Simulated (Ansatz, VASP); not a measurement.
## Two plane-wave programs on TiB

Contents of INCAR:

```
SYSTEM = TiB
ALGO = Normal
EDIFF = 1E-7
ENCUT = 520
GGA = PS
ISIF = 2
ISMEAR = 0
LASPH = .TRUE.
LCHARG = .FALSE.
LREAL = .FALSE.
LWAVE = .FALSE.
NBANDS = 14
NELM = 80
PREC = Accurate
SIGMA = 0.15
```

Contents of KPOINTS:

```
k-points
0
G
  20 20 20
  0 0 0
```

File POSCAR:

```
TiB
1.0
    0.0000000000      2.1010000000      2.1955450000
    2.1010000000      0.0000000000      2.1955450000
    2.1010000000      2.1010000000      0.0000000000
Ti B
1 1
Direct
    0.7500000000      0.7500000000      0.7500000000
    0.0000000000      0.0000000000      0.0000000000
```

Input for Ansatz:

```yaml
crystal:
  lattice:
    - [0.0, 2.101, 2.195545]
    - [2.101, 0.0, 2.195545]
    - [2.101, 2.101, 0.0]
  atoms:
    - { symbol: Ti, position: [0.75, 0.75, 0.75] }
    - { symbol: B, position: [0.0, 0.0, 0.0] }
basis:
  ecutwfc: 420
kpoints:
  mp_grid: { grid: [20, 20, 20] }
hamiltonian:
  xc: pbesol
scf:
  occupations: { method: gaussian, width: 0.15 }
output:
  forces: true
  stress: true
  eigenvalues: true
```

Change from the starting cell: strain +0.0450 x Voigt [0, 0, 1, 0, 0, 0], atoms carried along.

Alike in both runs: task single point; functional PBEsol; k mesh 20 × 20 × 20; occupations gaussian, width 0.15 eV; no spin polarisation.

```csv
,VASP,Ansatz
version,VASP 6.6.1,Ansatz 0.2.0
potentials or method,"VASP PAW PBE potentials, release 64 (Ti_sv, B), cutoff 520 eV","scalar-relativistic, plane waves, PAW"
valence electrons in the cell,15,15
```

Ansatz gave:

- gap on the k mesh at the Fermi level (eV): none
- pressure (GPa): 94.4
- traceless stress, the component that is largest in VASP (GPa): 5.19

Question: Estimate VASP's values.

Answer: gap on the k mesh at the Fermi level (eV): none; pressure (GPa): 94.2; traceless stress, the component that is largest in VASP (GPa): 5.15.

VASP's potentials were made for PBE, not for PBEsol. A gap of «none» marks a metal or a gap that the smearing closes. Both programs put the cell under a high pressure, so it lies far from rest at this level.

Noted on VASP's run: the cell as given lies far from equilibrium.
